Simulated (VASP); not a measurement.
Input of a VASP 6.6.1 run:

File INCAR:

```
SYSTEM = In3Se
PREC = Accurate
ENCUT = 520
EDIFF = 1E-6
ISMEAR = 0
SIGMA = 0.1
LREAL = .False.
LASPH = .True.
NELM = 100
ALGO = Normal
ISIF = 2
LWAVE = .False.
LCHARG = .True.
GGA = PE
LELF = .True.
LVHAR = .True.
NBANDS = 30
```

Contents of KPOINTS:

```
Automatic mesh
0
Gamma
  4 4 4
  0 0 0
```

Contents of POSCAR:

```
In3Se
1.0
    4.6148094938      0.0000000000      0.0000000000
    0.0000000000      4.6148094938      0.0000000000
    0.0000000000      0.0000000000      5.3720122538
In Se
3 1
Direct
    0.5000000000      0.0000000000      0.6416300528
    0.0000000000      0.5000000000      0.6416300528
    0.0000000000      0.0000000000      0.1264976350
    0.5000000000      0.5000000000      0.2560872095
```

Potentials or basis: VASP PAW PBE potentials, release 64 (In_d, Se).

Launch:

```console
$ cat potpaw_PBE.64/In_d/POTCAR potpaw_PBE.64/Se/POTCAR > POTCAR
$ mpirun -np 1 vasp_std > vasp.out
```

(1) What does it give for the largest force?

(2) Estimate the pressure.

## Answers

(1) 0.023 eV/Å.

(2) 0.1 GPa.
